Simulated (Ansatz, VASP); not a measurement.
## One calculation of SnSe2, two programs

Contents of INCAR:

```
PREC = Accurate ; ENCUT = 520
EDIFF = 1E-6 ; ISMEAR = 0
SIGMA = 0.05 ; LREAL = False
LASPH = True ; NELM = 80
ALGO = Normal ; ISIF = 2
LWAVE = False ; LCHARG = True
GGA = PE ; IVDW = 12
LELF = True ; LVHAR = True
NBANDS = 35
```

File KPOINTS:

```
regular mesh
0
Gamma
  8 8 3
```

The input POSCAR:

```
SnSe2
1.0
   -3.8109987816      0.0000000000      0.0000000000
   -1.9054993908     -3.3004217586      0.0000000000
    0.0000000000      0.0000000000     13.0240000000
Sn Se
2 4
Direct
    0.0000000000      0.0000000000      0.7068105037
    0.0000000000      0.0000000000      0.2356035012
    0.3333333333      0.3333333333      0.8246122543
    0.3333333333      0.3333333333      0.3534052518
    0.6666666667      0.6666666667      0.1178017506
    0.6666666667      0.6666666667      0.5890087531
```

Input for Ansatz:

```yaml
crystal:
  lattice:
    - [-3.8109987816, 0.0, 0.0]
    - [-1.9054993908, -3.3004217586, 0.0]
    - [0.0, 0.0, 13.024]
  atoms:
    - { symbol: Sn, position: [0.0, 0.0, 0.7068105037] }
    - { symbol: Sn, position: [0.0, 0.0, 0.2356035012] }
    - { symbol: Se, position: [0.3333333333, 0.3333333333, 0.8246122543] }
    - { symbol: Se, position: [0.3333333333, 0.3333333333, 0.3534052518] }
    - { symbol: Se, position: [0.6666666667, 0.6666666667, 0.1178017506] }
    - { symbol: Se, position: [0.6666666667, 0.6666666667, 0.5890087531] }
basis:
  ecutwfc: 420
kpoints:
  mp_grid: { grid: [8, 8, 3] }
hamiltonian:
  xc: pbe
  dispersion: d3bj
scf:
  occupations: { method: gaussian, width: 0.05 }
output:
  forces: true
  stress: true
  eigenvalues: true
  write_density: true
  write_potential: true
  elf: true
  volumetric_format: npy
```

Alike in both runs: task single point; functional PBE; dispersion D3(BJ); k mesh 8 × 8 × 3; occupations gaussian, width 0.05 eV; no spin polarisation.

```csv
,VASP,Ansatz
version,VASP 6.6.1,Ansatz 0.2.0
potentials or method,"VASP PAW PBE potentials, release 64 (Sn_d, Se), cutoff 520 eV","scalar-relativistic, plane waves, PAW"
valence electrons in the cell,52,92
```

|  | VASP | Ansatz | Ansatz less VASP |
| --- | --- | --- | --- |
| gap on the k mesh at the Fermi level (eV) | 0.86 | 0.86 | +0.003 |
| least direct gap on the mesh (eV) | 1.13 | 1.14 | +0.002 |
| pressure (GPa) | 2.7 | 2.6 | -0.08 |
| traceless stress, the component that is largest in VASP (GPa) | 0.73 | 0.73 | -0.003 |
| rms of the force components (eV/Å) | 0.368 | 0.360 | -0.0076 |

Atom by atom the forces differ by 0.008 eV/Å (rms over components). VASP's potentials hold 52 valence electrons a cell and Ansatz's 92, so a difference there can come from the potentials and not from the codes.
